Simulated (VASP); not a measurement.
# RbSrCl3 (P4mm) in VASP: notebook

Runs on RbSrCl3. Level: LDA. Tasks: single point.

Program: VASP 6.6.1. These are calculated values, not measurements. Logs are shortened: lines on timing, memory, paths and dates and some standing lists are left out, and cuts for length are marked.

## (1) The cell of the first run

Symmetry: P4mm, No. 99, tetragonal system. The conventional cell has a = 5.696 Å, b = 5.696 Å, c = 5.696 Å, α = 90.00°, β = 90.00°, γ = 90.00°. Within 4.8 Å of Rb (site symmetry 4mm) lie 12 Cl at 3.69 to 4.40 Å and 4 Sr at 4.66 Å. Sr (site symmetry 4mm) has 6 Cl at 2.85 Å within 3.8 Å. Cl (site symmetry 2mm) has 2 Sr at 2.85 Å and 2 Rb at 3.69 Å within 3.8 Å. Cl (site symmetry 4mm) has 2 Sr at 2.85 Å within 3.8 Å.

## (2) Single point, LDA (all Rb atoms moved -0.500 Å, as atom 1 along Cartesian [0 0 1])

INCAR reads:

```
SYSTEM = RbSrCl3
PREC     = Accurate       ! precision mode
ENCUT    = 520            ! plane-wave cutoff, eV
EDIFF    = 1E-6           ! SCF threshold, eV
ISMEAR   = 0              ! smearing method
SIGMA    = 0.05           ! smearing width, eV
LREAL    = .False.        ! projectors in reciprocal space
LASPH    = .True.         ! aspherical terms in the spheres
NELM     = 80             ! most SCF steps
ALGO     = Normal         ! electronic algorithm
ISIF     = 2              ! what is computed and relaxed
LWAVE    = .False.        ! write WAVECAR
LCHARG   = .True.         ! write CHGCAR
LELF     = .True.         ! ELF
LVHAR    = .True.       
NBANDS   = 28             ! bands
```

KPOINTS reads:

```
Automatic mesh
0
Gamma
  4 4 4
  0 0 0
```

POSCAR reads:

```
RbSrCl3
1.0
    5.6963040000      0.0000000000      0.0000000000
    0.0000000000      5.6963040000      0.0000000000
    0.0000000000      0.0000000000      5.6963040000
Rb Sr Cl
1 1 3
Direct
    0.5000000000      0.5000000000      0.4122237858
    0.0000000000      0.0000000000      0.0000000000
    0.5000000000      0.0000000000      0.0000000000
    0.0000000000      0.5000000000      0.0000000000
    0.0000000000      0.0000000000      0.5000000000
```

Potentials or basis: VASP PAW LDA potentials, release 64 (Rb_sv, Sr_sv, Cl).

The run is started by

```
$ cat potpaw_LDA.64/Rb_sv/POTCAR potpaw_LDA.64/Sr_sv/POTCAR potpaw_LDA.64/Cl/POTCAR > POTCAR
$ mpirun -np 1 vasp_std > vasp.out
```

OUTCAR:

```text
SYSTEM = RbSrCl3
   PREC = Accurate
   ENCUT = 520
   EDIFF = 1E-6
   ISMEAR = 0
   LREAL = .False.
   LASPH = .True.
   NELM = 80
   ISIF = 2

 ion  position               nearest neighbor table
   1  0.500  0.500  0.412-   3 3.69   4 3.69   3 3.69   4 3.69   5 4.06   5 4.06   5 4.06   5 4.06
                             2 4.66   2 4.66   2 4.66   2 4.66   2 5.24   2 5.24   2 5.24   2 5.24
   2  0.000  0.000  0.000-   3 2.85   4 2.85   5 2.85   5 2.85   4 2.85   3 2.85   1 4.66   1 4.66
                             1 4.66   1 4.66   1 5.24   1 5.24   1 5.24   1 5.24
   3  0.500  0.000  0.000-   2 2.85   2 2.85   1 3.69   1 3.69
   4  0.000  0.500  0.000-   2 2.85   2 2.85   1 3.69   1 3.69
   5  0.000  0.000  0.500-   2 2.85   2 2.85   1 4.06   1 4.06   1 4.06   1 4.06

  LATTYP: Found a simple cubic cell.
 ALAT       =     5.6963040000

  Lattice vectors:

 A1 = (   5.6963040000,   0.0000000000,   0.0000000000)
 A2 = (   0.0000000000,   5.6963040000,   0.0000000000)
 A3 = (   0.0000000000,   0.0000000000,   5.6963040000)

Analysis of symmetry for initial positions (statically):
=====================================================================
 Subroutine PRICEL returns:
 Original cell was already a primitive cell.

 Routine SETGRP: Setting up the symmetry group for a
 simple cubic supercell.

 Subroutine GETGRP returns: Found  8 space group operations
 (whereof  8 operations were pure point group operations)
 out of a pool of 48 trial point group operations.

The static configuration has the point symmetry C_4v.

Analysis of symmetry for dynamics (positions and initial velocities):
=====================================================================
 Subroutine PRICEL returns:
 Original cell was already a primitive cell.

 Routine SETGRP: Setting up the symmetry group for a
 simple cubic supercell.

 Subroutine GETGRP returns: Found  8 space group operations
 (whereof  8 operations were pure point group operations)
 out of a pool of 48 trial point group operations.

The dynamic configuration has the point symmetry C_4v.

 Subroutine INISYM returns: Found  8 space group operations
 (whereof  8 operations are pure point group operations),
 and found     1 'primitive' translations

----------------------------------------------------------------------------------------

                                     Primitive cell

  volume of cell :     184.8330

  direct lattice vectors                    reciprocal lattice vectors
     5.696304000  0.000000000  0.000000000     0.175552428  0.000000000  0.000000000
     0.000000000  5.696304000  0.000000000     0.000000000  0.175552428  0.000000000
     0.000000000  0.000000000  5.696304000     0.000000000  0.000000000  0.175552428

  length of vectors
     5.696304000  5.696304000  5.696304000     0.175552428  0.175552428  0.175552428

  position of ions in fractional coordinates (direct lattice)
     0.500000000  0.500000000  0.412223786
     0.000000000  0.000000000  0.000000000
     0.500000000  0.000000000  0.000000000
     0.000000000  0.500000000  0.000000000
     0.000000000  0.000000000  0.500000000

  ion indices of the primitive-cell ions
   primitive index   ion index
                 1           1
                 2           2
                 3           3
                 4           4
                 5           5

----------------------------------------------------------------------------------------

 KPOINTS: Automatic mesh

Automatic generation of k-mesh.
 Grid dimensions read from file:
 generate k-points for:    4    4    4

 Generating k-lattice:

  Cartesian coordinates                     Fractional coordinates (reciprocal lattice)
     0.043888107  0.000000000  0.000000000     0.250000000  0.000000000  0.000000000
     0.000000000  0.043888107  0.000000000     0.000000000  0.250000000  0.000000000
     0.000000000  0.000000000  0.043888107     0.000000000  0.000000000  0.250000000

  Length of vectors
     0.043888107  0.043888107  0.043888107

  Shift w.r.t. Gamma in fractional coordinates (k-lattice)
     0.000000000  0.000000000  0.000000000

 Subroutine IBZKPT returns following result:
 ===========================================

 Found     18 irreducible k-points:

 Following reciprocal coordinates:
            Coordinates               Weight
  0.000000  0.000000  0.000000      1.000000
  0.250000  0.000000  0.000000      4.000000
  0.000000  0.000000  0.250000      2.000000
  0.500000  0.000000  0.000000      2.000000
  0.000000  0.000000  0.500000      1.000000
  0.250000  0.250000  0.000000      4.000000
[... 10 lines left out ...]
  0.250000  0.500000  0.500000      4.000000
  0.500000  0.500000  0.500000      1.000000
   k-points           NKPTS =     18   k-points in BZ     NKDIM =     18   number of bands    NBANDS=     28
   number of dos      NEDOS =    301   number of ions     NIONS =      5
   total plane-waves  NPLWV =  74088
   dimension x,y,z NGX =    42 NGY =   42 NGZ =   42
   dimension x,y,z NGXF=    84 NGYF=   84 NGZF=   84
   ions per type =               1   1   3
   NGX,Y,Z   is equivalent  to a cutoff of  12.26, 12.26, 12.26 a.u.
   NGXF,Y,Z  is equivalent  to a cutoff of  24.52, 24.52, 24.52 a.u.
 SYSTEM =  RbSrCl3
   PREC   = accura    normal or accurate (medium, high low for compatibility)
   ISTART =      0    job   : 0-new  1-cont  2-samecut
   ICHARG =      2    charge: 1-file 2-atom 10-const
   ISPIN  =      1    spin polarized calculation?
   LNONCOLLINEAR =      F non collinear calculations
   LSORBIT =      F    spin-orbit coupling
   LASPH  =      T    aspherical Exc in radial PAW
   ENCUT  =  520.0 eV  38.22 Ry    6.18 a.u.  10.59 10.59 10.59*2*pi/ulx,y,z
   NELM   =     80;   NELMIN=  2; NELMDL= -5     # of ELM steps
   EDIFF  = 0.1E-05   stopping-criterion for ELM
   LREAL  =      F    real-space projection
   EDIFFG = 0.1E-04   stopping-criterion for IOM
   NSW    =      0    number of steps for IOM
   IBRION =     -1    ionic relax: 0-MD 1-quasi-New 2-CG
   NFREE  =      0    steps in history (QN), initial steepest desc. (CG)
   ISIF   =      2    stress and relaxation
   ISYM   =      2    0-nonsym 1-usesym 2-fastsym
   POTIM  = 0.5000    time-step for ionic-motion
   TEBEG  =    0.0;   TEEND  =   0.0 temperature during run
   PSTRESS=    0.0 pullay stress
   NELECT =      40.0000    total number of electrons
   NUPDOWN=      -1.0000    fix difference up-down
   EMIN   =  10.00;   EMAX   =-10.00  energy-range for DOS
   EFERMI =   0.00;   METHOD = LEGACY
   ISMEAR =     0;   SIGMA  =   0.05  broadening in eV -4-tet -1-fermi 0-gaus
   EFERMI_NEDOS =   21; number of points for ismear=-14 and -15
   IALGO  =     38    algorithm
   IMIX   =      4    mixing-type and parameters
     AMIX     =   0.40;   BMIX     =  1.00
     AMIX_MAG =   1.60;   BMIX_MAG =  1.00
  volume/ion in A,a.u.               =      36.97       249.46
  Fermi-wavevector in a.u.,A,eV,Ry     =   0.982883  1.857379 13.144021  0.966058
  Thomas-Fermi vector in A             =   2.113999
   LORBIT       =      0    0 simple, 1 ext, 2 COOP (PROOUT), +10 PAW based schemes
   GGA     = CA    functional components
   LHFCALC =     F    Hartree Fock is set to
   AEXX    =    0.0000 exact exchange contribution
   IVDW    =     0    specifies the selected vdW correction
   LEPSILON=     F    determine dielectric tensor
   LRPA    =     F    only Hartree local field effects (RPA)
 non-spin polarized calculation
 Gauss-broadening in eV      SIGMA  =   0.05
  energy-cutoff  :      520.00
  volume of cell :      184.83
 maximum number of plane-waves:      4995
   NGX = 21   NGY = 21   NGZ = 21

 number of electron      39.9999995 magnetization

 Free energy of the ion-electron system (eV)
  ---------------------------------------------------
  ext. energy  EPLUGINS =         0.00000000
  ---------------------------------------------------
  free energy    TOTEN  =       -20.74356083 eV

  energy without entropy =      -20.74356083  energy(sigma->0) =      -20.74356083

 E-fermi :  -1.6170     XC(G=0):  -7.6676

 val. band max:       -1.9057600030   @ k =   0.5000   0.5000   0.5000
 cond. band min:       2.3721916832   @ k =   0.0000   0.0000   0.0000
 fundamental gap:      4.2779516862
 Fermi energy:        -1.6169821762

 k-point     1 :       0.0000    0.0000    0.0000
  band No.  band energies     occupation
      1     -34.0074      2.00000
      2     -26.6284      2.00000
      3     -16.2305      2.00000
      4     -16.2305      2.00000
      5     -16.2206      2.00000
      6     -14.3684      2.00000
[... 20 lines left out ...]
     27       5.9150      0.00000
     28       5.9254      0.00000

 k-point     2 :       0.2500    0.0000    0.0000
  band No.  band energies     occupation
      1     -34.0072      2.00000
      2     -26.6283      2.00000
      3     -16.3630      2.00000
      4     -16.2298      2.00000
      5     -16.2200      2.00000
      6     -14.3107      2.00000
[... 20 lines left out ...]
     27       5.9236      0.00000
     28       5.9886      0.00000

 k-point     3 :       0.0000    0.0000    0.2500
  band No.  band energies     occupation
      1     -34.0072      2.00000
      2     -26.6283      2.00000
      3     -16.3472      2.00000
      4     -16.2299      2.00000
      5     -16.2299      2.00000
      6     -14.3391      2.00000
[... 20 lines left out ...]
     27       5.9160      0.00000
     28       5.9193      0.00000

 k-point     4 :       0.5000    0.0000    0.0000
  band No.  band energies     occupation
      1     -34.0070      2.00000
      2     -26.6282      2.00000
      3     -16.4755      2.00000
      4     -16.2292      2.00000
      5     -16.2194      2.00000
      6     -14.2994      2.00000
[... 392 lines left out ...]
     27       6.1116      0.00000
     28       6.6879      0.00000

 k-point    17 :       0.2500    0.5000    0.5000
  band No.  band energies     occupation
      1     -34.0063      2.00000
      2     -26.6278      2.00000
      3     -16.4734      2.00000
      4     -16.4535      2.00000
      5     -16.3603      2.00000
      6     -14.0312      2.00000
[... 20 lines left out ...]
     27       6.2723      0.00000
     28       6.6129      0.00000

 k-point    18 :       0.5000    0.5000    0.5000
  band No.  band energies     occupation
      1     -34.0061      2.00000
      2     -26.6277      2.00000
      3     -16.4726      2.00000
      4     -16.4726      2.00000
      5     -16.4526      2.00000
      6     -13.8196      2.00000
[... 20 lines left out ...]
     27       6.1909      0.00000
     28       7.3707      0.00000

------------------------ aborting loop because EDIFF is reached ----------------------------------------

  FORCE on cell =-STRESS in cart. coord.  units (eV):
  Direction    XX          YY          ZZ          XY          YZ          ZX
  --------------------------------------------------------------------------------------
  -------------------------------------------------------------------------------------
  Total       -2.4511998     -2.4511998     -2.3918270      0.0000000     -0.0000000     -0.0000000
  in kB      -21.2475969    -21.2475969    -20.7329387      0.0000000     -0.0000000     -0.0000000
  external PRESSURE =     -21.0760442 kB  Pullay stress =       0.0000000 kB

 VOLUME and BASIS-vectors are now :
 -----------------------------------------------------------------------------
  energy-cutoff  :      520.00
  volume of cell :      184.83
      direct lattice vectors                 reciprocal lattice vectors
     5.696304000  0.000000000  0.000000000     0.175552428  0.000000000  0.000000000
     0.000000000  5.696304000  0.000000000     0.000000000  0.175552428  0.000000000
     0.000000000  0.000000000  5.696304000     0.000000000  0.000000000  0.175552428

 POSITION                                       TOTAL-FORCE (eV/Angst)
 -----------------------------------------------------------------------------------
      2.84815      2.84815      2.34815         0.000000     -0.000000     -0.128471
      0.00000      0.00000      0.00000         0.000000      0.000000     -0.100794
      2.84815      0.00000      0.00000         0.000000      0.000000      0.154603
      0.00000      2.84815      0.00000         0.000000      0.000000      0.154603
      0.00000      0.00000      2.84815         0.000000      0.000000     -0.079941
 -----------------------------------------------------------------------------------
    total drift:                                0.000000     -0.000000      0.000053

  FREE ENERGIE OF THE ION-ELECTRON SYSTEM (eV)
  ---------------------------------------------------
  free  energy   TOTEN  =       -20.7435608262 eV

  energy  without entropy=      -20.7435608262  energy(sigma->0) =      -20.74356083
```

Run time: 83 s. Hardware: 1 thread of Intel Xeon Platinum 8375C at 2.90GHz (Ice Lake), shared host; peak memory 0.26 GiB.

Results:

```
Free energy            : -20.7436 eV
Pressure               : -2.1 GPa
Largest force          : 0.155 eV/Å
Band gap on the k mesh : 4.28 eV (least direct gap 4.50 eV)
```

Forces in eV/Å, atoms in the order of the input:
```
Rb   0.000  0.000 -0.128
Sr   0.000  0.000 -0.101
Cl   0.000  0.000  0.155
Cl   0.000  0.000  0.155
Cl   0.000  0.000 -0.080
```

Caveat: the cell differs from its parent crystal (all Rb atoms moved -0.500 Å, as atom 1 along Cartesian [0 0 1]).

(Continued in part 2 of 2.)
